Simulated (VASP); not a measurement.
SnO:

```xyz
4
Lattice="3.8639 0.0000 0.0000 0.0000 3.8639 0.0000 0.0000 0.0000 4.9512" Properties=species:S:1:pos:R:3 pbc="T T T"
Sn    1.9319    0.0000    3.7858
Sn    0.0000    1.9319    1.1654
O     0.0000    0.0000    0.0000
O     1.9319    1.9319    0.0000
```

This cell differs from its parent crystal: volume scaled by 1.04.

Base run:

```yaml
Program: VASP 6.6.1
Functional: PBEsol
Potentials_or_basis: VASP PAW PBE potentials, release 64 (Sn_d, O)
Cutoff: 520 eV
k_mesh: 7 × 7 × 6
Occupations: fermi-dirac, width 0.05 eV
Spin: no spin polarisation
```

Its results: band gap on the k mesh 0.50 eV, indirect (least direct gap 1.94 eV); pressure -3.7 GPa; largest force 0.359 eV/Å.

Question: The run is repeated on the same cell with these changes: functional from PBEsol to r2SCAN; further incar settings from ALGO = Normal; EDIFF = 1e-06; NBANDS = 28 to ALGO = Normal; EDIFF = 1e-07; NBANDS = 28. What comes out?

Answer: Band gap on the k mesh 0.66 eV, indirect (least direct gap 2.33 eV); pressure -3.4 GPa; largest force 0.523 eV/Å.

Caveats: the PAW data sets were made with another functional, which shifts forces and pressure a little; spin-orbit coupling is left out, which moves the levels of the heavy elements.

A k mesh can miss the band edges.
